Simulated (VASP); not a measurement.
A run of VASP 6.6.1 is set up as follows.

INCAR

```
SYSTEM = Pd
ALGO     = Normal         ! electronic algorithm
EDIFF    = 1E-6           ! SCF threshold, eV
ENCUT    = 520            ! plane-wave cutoff, eV
ISIF     = 2              ! what is computed and relaxed
ISMEAR   = -1             ! smearing method
ISPIN    = 2              ! spin polarisation
LASPH    = .TRUE.         ! aspherical terms in the spheres
LCHARG   = .TRUE.         ! write CHGCAR
LELF     = .TRUE.         ! ELF
LMAXMIX  = 4              ! l up to which the mixer works
LORBIT   = 11             ! projections on sites
LREAL    = .FALSE.        ! projectors in reciprocal space
LVHAR    = .TRUE.       
LWAVE    = .FALSE.        ! write WAVECAR
MAGMOM   = 0.5 -0.5       ! initial moments
NBANDS   = 21             ! bands
NELM     = 150            ! most SCF steps
PREC     = Accurate       ! precision mode
SIGMA    = 0.05           ! smearing width, eV
```

Contents of KPOINTS:

```
k-points
0
G
  16 16 16
  0 0 0
```

The input POSCAR:

```
Pd
1.0
    0.0000000000      2.8073440366      2.8073440366
    2.8073440366      0.0000000000      2.8073440366
    2.8073440366      2.8073440366      0.0000000000
Pd
2
Direct
    0.1250000000      0.1250000000      0.1250000000
    0.8750000000      0.8750000000      0.8750000000
```

Potentials or basis: VASP PAW LDA potentials, release 64 (Pd).

Run with:

```bash
$ cat potpaw_LDA.64/Pd/POTCAR > POTCAR
$ mpirun -np 1 vasp_std > vasp.out
```

Task: What does it give for the net moment?

Result: 0.00 μB per cell.

Task: What does it give for the pressure?

Result: -0.2 GPa.
